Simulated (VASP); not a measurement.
# Te2Pt (P-3m1) in VASP: further runs

Te2Pt is run at these levels: PBE; tasks: single point.

Everything below comes from runs of VASP 6.6.1. Logs are shortened: lines on timing, memory, paths and dates and some standing lists are left out, and cuts for length are marked.

## Step 1: The cell of the first run

The structure is trigonal, space group P-3m1 (No. 164). The conventional cell has a = 3.972 Å, b = 3.972 Å, c = 5.234 Å, α = 90.00°, β = 90.00°, γ = 120.00°. Te (site symmetry 3m) has 3 Pt at 2.65 Å and 6 Te at 3.46 to 3.50 Å within 3.6 Å. Within 3.5 Å of Pt (site symmetry -3m) lie 6 Te at 2.65 Å.

## Step 2: Single point, PBE, collinear spin (23.84 Å³/atom)

INCAR

```
  PREC = Accurate
  ENCUT = 500
  EDIFF = 1E-6
  ISMEAR = 0
  SIGMA = 0.15
  LREAL = False
  LASPH = True
  NELM = 200
  ALGO = Normal
  ISIF = 2
  LWAVE = False
  LCHARG = False
  ISPIN = 2
  MAGMOM = 0 0 0.375
  LORBIT = 11
  NUPDOWN = 0.375
  LMAXMIX = 4
  GGA = PE
  NBANDS = 22
  GGA_COMPAT = False
```

KPOINTS

```
Automatic mesh
0
Gamma
  12 12 8
```

POSCAR

```
Te2Pt
1.0
    3.9717110281      0.0000000000      0.0000000000
   -1.9858555140      3.4396026469      0.0000000000
    0.0000000000      0.0000000000      5.2344217783
Te Pt
2 1
Direct
    0.3333333333      0.6666666667      0.2528728645
    0.6666666667      0.3333333333      0.7471271355
    0.0000000000      0.0000000000      0.0000000000
```

Potentials or basis: VASP PAW PBE potentials, release 64 (Te, Pt).

Run with:

```
$ cat potpaw_PBE.64/Te/POTCAR potpaw_PBE.64/Pt/POTCAR > POTCAR
$ mpirun -np 1 vasp_std > vasp.out
```

OUTCAR:

```text
PREC = Accurate
   ENCUT = 500
   EDIFF = 1E-6
   ISMEAR = 0
   LREAL = False
   LASPH = True
   NELM = 200
   ISIF = 2
   ISPIN = 2
   LORBIT = 11
   NUPDOWN = 0.375
   GGA = PE

 ion  position               nearest neighbor table
   1  0.333  0.667  0.253-   3 2.65   3 2.65   3 2.65   2 3.46   2 3.46   2 3.46   2 3.50   2 3.50
                             2 3.50
   2  0.667  0.333  0.747-   3 2.65   3 2.65   3 2.65   1 3.46   1 3.46   1 3.46   1 3.50   1 3.50
                             1 3.50
   3  0.000  0.000  0.000-   1 2.65   2 2.65   2 2.65   1 2.65   2 2.65   1 2.65

  LATTYP: Found a hexagonal cell.
 ALAT       =     3.9717110281
 C/A-ratio  =     1.3179261384

  Lattice vectors:

 A1 = (   3.9717110281,   0.0000000000,   0.0000000000)
 A2 = (  -1.9858555140,   3.4396026469,   0.0000000000)
 A3 = (   0.0000000000,   0.0000000000,   5.2344217783)

Analysis of symmetry for initial positions (statically):
=====================================================================
 Subroutine PRICEL returns:
 Original cell was already a primitive cell.

 Routine SETGRP: Setting up the symmetry group for a
 hexagonal supercell.

 Subroutine GETGRP returns: Found 12 space group operations
 (whereof 12 operations were pure point group operations)
 out of a pool of 24 trial point group operations.

The static configuration has the point symmetry D_3d.

Analysis of symmetry for dynamics (positions and initial velocities):
=====================================================================
 Subroutine PRICEL returns:
 Original cell was already a primitive cell.

 Routine SETGRP: Setting up the symmetry group for a
 hexagonal supercell.

 Subroutine GETGRP returns: Found 12 space group operations
 (whereof 12 operations were pure point group operations)
 out of a pool of 24 trial point group operations.

The dynamic configuration has the point symmetry D_3d.

Analysis of structural, dynamic, and magnetic symmetry:
=====================================================================
 Subroutine PRICEL returns:
 Original cell was already a primitive cell.

 Routine SETGRP: Setting up the symmetry group for a
 hexagonal supercell.

 Subroutine GETGRP returns: Found 12 space group operations
 (whereof 12 operations were pure point group operations)
 out of a pool of 24 trial point group operations.

The overall configuration has the point symmetry D_3d.

 Subroutine INISYM returns: Found 12 space group operations
 (whereof 12 operations are pure point group operations),
 and found     1 'primitive' translations

----------------------------------------------------------------------------------------

                                     Primitive cell

  volume of cell :      71.5080

  direct lattice vectors                    reciprocal lattice vectors
     3.971711028  0.000000000  0.000000000     0.251780654  0.145365628  0.000000000
    -1.985855514  3.439602647  0.000000000     0.000000000  0.290731257  0.000000000
     0.000000000  0.000000000  5.234421778     0.000000000  0.000000000  0.191043069

  length of vectors
     3.971711028  3.971711028  5.234421778     0.290731257  0.290731257  0.191043069

  position of ions in fractional coordinates (direct lattice)
     0.333333333  0.666666667  0.252872864
     0.666666667  0.333333333  0.747127136
     0.000000000  0.000000000  0.000000000

  ion indices of the primitive-cell ions
   primitive index   ion index
                 1           1
                 2           2
                 3           3

----------------------------------------------------------------------------------------

 KPOINTS: Automatic mesh

Automatic generation of k-mesh.
 Grid dimensions read from file:
 generate k-points for:   12   12    8

 Generating k-lattice:

  Cartesian coordinates                     Fractional coordinates (reciprocal lattice)
     0.020981721  0.012113802  0.000000000     0.083333333  0.000000000  0.000000000
     0.000000000  0.024227605  0.000000000     0.000000000  0.083333333  0.000000000
     0.000000000  0.000000000  0.023880384     0.000000000  0.000000000  0.125000000

  Length of vectors
     0.024227605  0.024227605  0.023880384

  Shift w.r.t. Gamma in fractional coordinates (k-lattice)
     0.000000000  0.000000000  0.000000000

 Subroutine IBZKPT returns following result:
 ===========================================

 Found    131 irreducible k-points:

 Following reciprocal coordinates:
            Coordinates               Weight
  0.000000  0.000000  0.000000      1.000000
  0.083333  0.000000  0.000000      6.000000
  0.166667  0.000000  0.000000      6.000000
  0.250000  0.000000  0.000000      6.000000
  0.333333  0.000000  0.000000      6.000000
  0.416667  0.000000  0.000000      6.000000
[... 16 lines left out ...]
  0.166667  0.000000  0.125000      6.000000
  0.000000  0.166667  0.125000      6.000000
 [... further k-points ...]
   k-points           NKPTS =    131   k-points in BZ     NKDIM =    131   number of bands    NBANDS=     22
   number of dos      NEDOS =    301   number of ions     NIONS =      3
   total plane-waves  NPLWV =  36000
   dimension x,y,z NGX =    30 NGY =   30 NGZ =   40
   dimension x,y,z NGXF=    60 NGYF=   60 NGZF=   80
   ions per type =               2   1
   NGX,Y,Z   is equivalent  to a cutoff of  12.56, 12.56, 12.70 a.u.
   NGXF,Y,Z  is equivalent  to a cutoff of  25.11, 25.11, 25.41 a.u.
 SYSTEM =  unknown system
   PREC   = accura    normal or accurate (medium, high low for compatibility)
   ISTART =      0    job   : 0-new  1-cont  2-samecut
   ICHARG =      2    charge: 1-file 2-atom 10-const
   ISPIN  =      2    spin polarized calculation?
   LNONCOLLINEAR =      F non collinear calculations
   LSORBIT =      F    spin-orbit coupling
   LASPH  =      T    aspherical Exc in radial PAW
   ENCUT  =  500.0 eV  36.75 Ry    6.06 a.u.   7.24  7.24  9.54*2*pi/ulx,y,z
   NELM   =    200;   NELMIN=  2; NELMDL= -5     # of ELM steps
   EDIFF  = 0.1E-05   stopping-criterion for ELM
   LREAL  =      F    real-space projection
[... 7 lines left out ...]
   TEBEG  =    0.0;   TEEND  =   0.0 temperature during run
   PSTRESS=    0.0 pullay stress
   NELECT =      22.0000    total number of electrons
   NUPDOWN=       0.3750    fix difference up-down
   EMIN   =  10.00;   EMAX   =-10.00  energy-range for DOS
   EFERMI =   0.00;   METHOD = LEGACY
   ISMEAR =     0;   SIGMA  =   0.15  broadening in eV -4-tet -1-fermi 0-gaus
   EFERMI_NEDOS =   21; number of points for ismear=-14 and -15
   IALGO  =     38    algorithm
   IMIX   =      4    mixing-type and parameters
     AMIX     =   0.40;   BMIX     =  1.00
     AMIX_MAG =   1.60;   BMIX_MAG =  1.00
  volume/ion in A,a.u.               =      23.84       160.85
  Fermi-wavevector in a.u.,A,eV,Ry     =   1.105174  2.088477 16.618300  1.221411
  Thomas-Fermi vector in A             =   2.241658
   LORBIT       =     11    0 simple, 1 ext, 2 COOP (PROOUT), +10 PAW based schemes
   GGA     = PE    functional components
   LHFCALC =     F    Hartree Fock is set to
   AEXX    =    0.0000 exact exchange contribution
   IVDW    =     0    specifies the selected vdW correction
   LEPSILON=     F    determine dielectric tensor
   LRPA    =     F    only Hartree local field effects (RPA)
 spin polarized calculation
 Gauss-broadening in eV      SIGMA  =   0.15
  energy-cutoff  :      500.00
  volume of cell :       71.51
 maximum number of plane-waves:      1843
 NGX is ok and might be reduce to    30
   NGX = 15   NGY = 15   NGZ = 19

 number of electron      22.0000002 magnetization       0.3750000

 Free energy of the ion-electron system (eV)
  ---------------------------------------------------
  ext. energy  EPLUGINS =         0.00000000
  ---------------------------------------------------
  free energy    TOTEN  =       -13.34673523 eV

  energy without entropy =      -13.33620849  energy(sigma->0) =      -13.34147186

 E-fermi :   8.7381     XC(G=0): -10.6374

 val. band max:        9.3844183784   @ k =   0.3333   0.2500   0.0000
 cond. band min:       8.7426853046   @ k =  -0.0833   0.3333   0.2500
 fundamental gap:     -0.6417330738
 Fermi energy:         9.3864556667

 spin component 1

 k-point     1 :       0.0000    0.0000    0.0000
  band No.  band energies     occupation
      1      -5.2723      1.00000
      2      -1.7276      1.00000
      3       2.0474      1.00000
      4       3.0028      1.00000
      5       3.0028      1.00000
      6       5.0520      1.00000
[... 14 lines left out ...]
     21      19.0428      0.00000
     22      19.0430      0.00000

 k-point     2 :       0.0833    0.0000    0.0000
  band No.  band energies     occupation
      1      -5.1914      1.00000
      2      -1.7729      1.00000
      3       2.1366      1.00000
      4       3.0471      1.00000
      5       3.0614      1.00000
      6       4.9874      1.00000
[... 14 lines left out ...]
     21      19.0632      0.00000
     22      19.5293      0.00000

 k-point     3 :       0.1667    0.0000    0.0000
  band No.  band energies     occupation
      1      -4.9537      1.00000
      2      -1.8996      1.00000
      3       2.3948      1.00000
      4       3.1723      1.00000
      5       3.2244      1.00000
      6       4.7443      1.00000
[... 14 lines left out ...]
     21      19.6348      0.00000
     22      20.2944      0.00000
[... 476 lines left out ...]
 k-point    23 :       0.1667    0.0000    0.1250
  band No.  band energies     occupation
      1      -4.8837      1.00000
      2      -2.1056      1.00000
      3       2.5338      1.00000
      4       3.2156      1.00000
      5       3.3111      1.00000
      6       4.7912      1.00000
[... 14 lines left out ...]
     21      19.8042      0.00000
     22      19.8441      0.00000

 k-point    24 :       0.0000    0.1667    0.1250
  band No.  band energies     occupation
      1      -4.8898      1.00000
      2      -2.0724      1.00000
      3       2.4110      1.00000
      4       3.1446      1.00000
      5       3.4417      1.00000
      6       4.6459      1.00000
[... 14 lines left out ...]
     21      19.0346      0.00000
     22      19.9588      0.00000

 [... further k-points ...]

 spin component 2

 k-point     1 :       0.0000    0.0000    0.0000
  band No.  band energies     occupation
      1      -5.1962      1.00000
      2      -1.6485      1.00000
      3       2.1332      1.00000
      4       3.0839      1.00000
      5       3.0839      1.00000
      6       5.1140      1.00000
[... 14 lines left out ...]
     21      19.1302      0.00000
     22      19.1302      0.00000

 k-point     2 :       0.0833    0.0000    0.0000
  band No.  band energies     occupation
      1      -5.1150      1.00000
      2      -1.6936      1.00000
      3       2.2222      1.00000
      4       3.1290      1.00000
      5       3.1408      1.00000
      6       5.0516      1.00000
[... 14 lines left out ...]
     21      19.1511      0.00000
     22      19.6112      0.00000

 k-point     3 :       0.1667    0.0000    0.0000
  band No.  band energies     occupation
      1      -4.8769      1.00000
      2      -1.8196      1.00000
      3       2.4796      1.00000
      4       3.2565      1.00000
      5       3.2982      1.00000
      6       4.8162      1.00000
[... 14 lines left out ...]
     21      19.7165      0.00000
     22      20.3743      0.00000
[... 476 lines left out ...]
 k-point    23 :       0.1667    0.0000    0.1250
  band No.  band energies     occupation
      1      -4.8072      1.00000
      2      -2.0246      1.00000
      3       2.6179      1.00000
      4       3.2996      1.00000
      5       3.3839      1.00000
      6       4.8608      1.00000
[... 14 lines left out ...]
     21      19.8718      0.00000
     22      19.9017      0.00000

 k-point    24 :       0.0000    0.1667    0.1250
  band No.  band energies     occupation
      1      -4.8133      1.00000
      2      -1.9917      1.00000
      3       2.4953      1.00000
      4       3.2293      1.00000
      5       3.5146      1.00000
      6       4.7191      1.00000
[... 14 lines left out ...]
     21      19.1228      0.00000
     22      20.0531      0.00000

 [... further k-points ...]
[... 5 lines left out ...]
  --------------------------------------------------------------------------------------
  -------------------------------------------------------------------------------------
  Total        4.8424287      4.8424287      3.5084594      0.0000000      0.0000000     -0.0000000
  in kB      108.4973627    108.4973627     78.6090252      0.0000000      0.0000000     -0.0000000
  external PRESSURE =      98.5345836 kB  Pullay stress =       0.0000000 kB

 VOLUME and BASIS-vectors are now :
 -----------------------------------------------------------------------------
  energy-cutoff  :      500.00
  volume of cell :       71.51
      direct lattice vectors                 reciprocal lattice vectors
     3.971711028  0.000000000  0.000000000     0.251780654  0.145365628  0.000000000
    -1.985855514  3.439602647  0.000000000     0.000000000  0.290731257  0.000000000
     0.000000000  0.000000000  5.234421778     0.000000000  0.000000000  0.191043069

 POSITION                                       TOTAL-FORCE (eV/Angst)
 -----------------------------------------------------------------------------------
     -0.00000      2.29307      1.32364        -0.000000      0.000000      1.004501
      1.98586      1.14653      3.91078         0.000000     -0.000000     -1.004501
      0.00000      0.00000      0.00000         0.000000      0.000000      0.000000
 -----------------------------------------------------------------------------------
    total drift:                                0.000000      0.000000     -0.000000

  FREE ENERGIE OF THE ION-ELECTRON SYSTEM (eV)
  ---------------------------------------------------
  free  energy   TOTEN  =       -13.3467352325 eV

  energy  without entropy=      -13.3362084903  energy(sigma->0) =      -13.34147186

 total charge

# of ion       s       p       d       tot
------------------------------------------
    1        1.397   1.888   0.080   3.365
    2        1.397   1.888   0.080   3.365
    3        0.701   0.706   8.137   9.544
--------------------------------------------------
tot          3.494   4.482   8.297  16.273

 magnetization (x)

# of ion       s       p       d       tot
------------------------------------------
    1        0.011   0.058   0.003   0.072
    2        0.011   0.058   0.003   0.072
    3        0.002   0.010   0.105   0.117
--------------------------------------------------
tot          0.023   0.126   0.112   0.262
```

It took 3.1 min on 1 thread of AMD EPYC 9R45 (Zen 5), shared host; peak memory 0.39 GiB.

What came out:

```
Free energy                                           : -13.3467 eV
Pressure                                              : 9.9 GPa
Largest force                                         : 1.005 eV/Å
Net moment                                            : 0.38 μB per cell
Site moments                                          : Te +0.07; Pt +0.12 μB
Valence electrons inside the program's atomic spheres : Te 3.37; Pt 9.54
```

Forces in eV/Å, atoms in the order of the input:
```
Te   0.000  0.000  1.005
Te   0.000  0.000 -1.005
Pt   0.000  0.000  0.000
```

Stress tensor (GPa, compression positive):
```
10.85  0.00  0.00
 0.00 10.85  0.00
 0.00  0.00  7.86
```

Caveat: the cell stands under pressure; spin-orbit coupling is left out, which moves the levels of the heavy elements; the total moment is fixed, so each spin has its own Fermi level and the state may be an excited one; forces of over 1 eV/Å act on the atoms, so gaps and moduli don't describe the material at rest.

## Step 3: Single point, PBE, collinear spin (23.84 Å³/atom)

INCAR

```
SYSTEM = Te2Pt
ALGO = Normal ; EDIFF = 1E-6
ENCUT = 500 ; GGA = PE
GGA_COMPAT = .False. ; ISIF = 2
ISMEAR = 0 ; ISPIN = 2
LASPH = .True. ; LCHARG = .False.
LMAXMIX = 4 ; LORBIT = 11
LREAL = .False. ; LWAVE = .False.
MAGMOM = 0 0 0.25 ; NBANDS = 22
NELM = 200 ; NUPDOWN = 0.25
PREC = Accurate ; SIGMA = 0.15
```

KPOINTS

```
k-points
0
Gamma
  12 12 8
  0 0 0
```

POSCAR is that of step 2.

Potentials or basis: VASP PAW PBE potentials, release 64 (Te, Pt).

Run with:

```
$ cat potpaw_PBE.64/Te/POTCAR potpaw_PBE.64/Pt/POTCAR > POTCAR
$ mpirun -np 1 vasp_std > vasp.out
```

It took 3 min on 1 thread of AMD EPYC 9R45 (Zen 5), shared host; peak memory 0.39 GiB.

It converged, with:

| Property | Result |
| --- | --- |
| Free energy | -13.3773 eV |
| Pressure | 9.8 GPa |
| Largest force | 0.979 eV/Å |
| Net moment | 0.25 μB per cell |
| Site moments | Te +0.05; Pt +0.08 μB |
| Valence electrons inside the program's atomic spheres | Te 3.37; Pt 9.54 |

Forces in eV/Å, atoms in the order of the input:
```
Te   0.000  0.000  0.979
Te   0.000  0.000 -0.979
Pt   0.000  0.000  0.000
```

Stress tensor (GPa, compression positive):
```
10.84  0.00  0.00
 0.00 10.84  0.00
 0.00  0.00  7.74
```

Caveat: the cell stands under pressure; spin-orbit coupling is left out, which moves the levels of the heavy elements; the total moment is fixed, so each spin has its own Fermi level and the state may be an excited one.

(Continued in part 2 of 2.)
